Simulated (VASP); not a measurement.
Wanted: the native input for a VASP 6.6.1 run.

- Task: single point
- Functional: PBE
- Dispersion: D3(BJ)
- Potentials or basis: VASP PAW PBE potentials, release 64 (B, N)
- Cutoff: 520 eV
- k mesh: 10 × 10 × 2
- Occupations: gaussian, width 0.05 eV
- Spin: no spin polarisation
- Dipole correction: no
- Further INCAR settings: ALGO = Normal; EDIFF = 1e-07; NBANDS = 26

The structure of BN lies in POSCAR:

```
BN
1.0
   -2.5064381127      0.0000000000      0.0000000000
   -1.2532190563     -2.1706390786      0.0000000000
   -3.4464777268     -1.9898248434     13.2336949040
B N
4 4
Direct
   -0.4687791667     -0.4687791667      0.8750000000
   -0.0104291667     -0.0104291667      0.3750000000
    0.5520791667      0.5520791667      0.1250000000
    0.0937291667      0.0937291667      0.6250000000
    0.2187458333      0.2187458333      0.1250000000
   -0.2396041667     -0.2396041667      0.6250000000
   -0.1354458333     -0.1354458333      0.8750000000
    0.3229041667      0.3229041667      0.3750000000
```

One way to write it, as run:

INCAR

```
PREC = Accurate ; ENCUT = 520
EDIFF = 1E-7 ; ISMEAR = 0
SIGMA = 0.05 ; LREAL = False
LASPH = True ; NELM = 100
ALGO = Normal ; ISIF = 2
LWAVE = False ; LCHARG = False
GGA = PE ; IVDW = 12
NBANDS = 26
```

KPOINTS

```
Automatic mesh
0
Gamma
  10 10 2
```

Potentials or basis: VASP PAW PBE potentials, release 64 (B, N).

Run with:

```bash
$ cat potpaw_PBE.64/B/POTCAR potpaw_PBE.64/N/POTCAR > POTCAR
$ mpirun -np 1 vasp_std > vasp.out
```

It gave:

```
Pressure                   : 0.1 GPa
Largest force              : 0.008 eV/Å
Band gap on the k mesh     : 4.05 eV, indirect (least direct gap 4.41 eV)
Dispersion energy per atom : -0.141 eV
```

It took 57 s on 1 thread of Intel(R) Xeon(R) 6975P-C (Granite Rapids), with other jobs on the host, peak memory 0.24 GiB.
